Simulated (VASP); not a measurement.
## Y4I: single point with PBE

Y4I:

```
CELL_PARAMETERS angstrom
-3.53814 3.53814 3.53814
3.53814 -3.53814 3.53814
3.53814 3.53814 -3.53814
ATOMIC_POSITIONS crystal
Y 0.00000 0.00000 0.50000
Y 0.00000 0.50000 0.00000
Y 0.50000 0.00000 0.00000
Y 0.50000 0.50000 0.50000
I 0.00000 0.00000 0.00000
```

The cell was built from a structure type or drawn by symmetry, and may not be a known phase.

* Program: VASP 6.6.1
* Task: single point
* Functional: PBE
* Potentials or basis: VASP PAW PBE potentials, release 64 (Y_sv, I)
* Cutoff: 520 eV
* k mesh: 4 × 4 × 4
* Occupations: gaussian, width 0.1 eV
* Spin: no spin polarisation
* Dipole correction: no
* Further INCAR settings: ALGO = Normal; EDIFF = 1e-07; NBANDS = 34

The pressure is 0.1 GPa and the band gap on the k mesh is zero (an odd number of electrons rules out a gap without spin polarisation).

Levels at points of the mesh, in eV from the Fermi level:
| k point | band 23 | band 24 | band 25 | band 26 | band 27 | band 28 |
| --- | --- | --- | --- | --- | --- | --- |
| (0.00, 0.00, 0.00) | -1.57 | -0.70 | -0.70 | -0.70 | -0.45 | -0.45 |
| (0.50, 0.00, 0.00) | -0.73 | -0.07 | -0.03 | 0.00 | 0.21 | 1.00 |
| (0.50, 0.50, 0.50) | -0.83 | -0.39 | -0.39 | 0.00 | 0.00 | 0.00 |

Wall time 110 s on 1 thread of Intel Xeon 8259CL (shared host), peak memory 0.34 GiB.

Caveat: spin-orbit coupling is left out, which moves the levels of the heavy elements; an odd number of electrons without spin polarisation forces a metal; a magnetic or distorted state may lie lower.
